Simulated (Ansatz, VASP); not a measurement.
# Two plane-wave programs on BaTiO3

```
Ba Ti O
1.0
     3.98535    0.00000    0.00000
     0.00000    3.98535    0.00000
     0.00000    0.00000    4.20181
Ba Ti O
1 1 3
Direct
  0.00000 0.00000 0.98632
  0.50000 0.50000 0.46908
  0.50000 0.50000 0.03785
  0.50000 0.00000 0.51738
  0.00000 0.50000 0.51738
```

Alike in both runs: task single point; functional PBE; k mesh 8 × 8 × 6; occupations gaussian, width 0.05 eV; no spin polarisation.

|  | VASP | Ansatz |
| --- | --- | --- |
| version | VASP 6.6.1 | Ansatz 0.2.0 |
| potentials or method | VASP PAW PBE potentials, release 64 (Ba_sv, Ti_sv, O), cutoff 520 eV | scalar-relativistic, plane waves, PAW |
| valence electrons in the cell | 40 | 40 |

|  | VASP | Ansatz | Ansatz less VASP |
| --- | --- | --- | --- |
| gap on the k mesh at the Fermi level (eV) | 1.79 | 1.84 | +0.055 |
| least direct gap on the mesh (eV) | 2.36 | 2.39 | +0.035 |
| pressure (GPa) | 1.6 | 0.0 | -1.58 |
| rms of the force components (eV/Å) | 0.033 | 0.000 | -0.0330 |

Atom by atom the forces differ by 0.034 eV/Å (rms over components).

Spin-orbit coupling is off throughout.
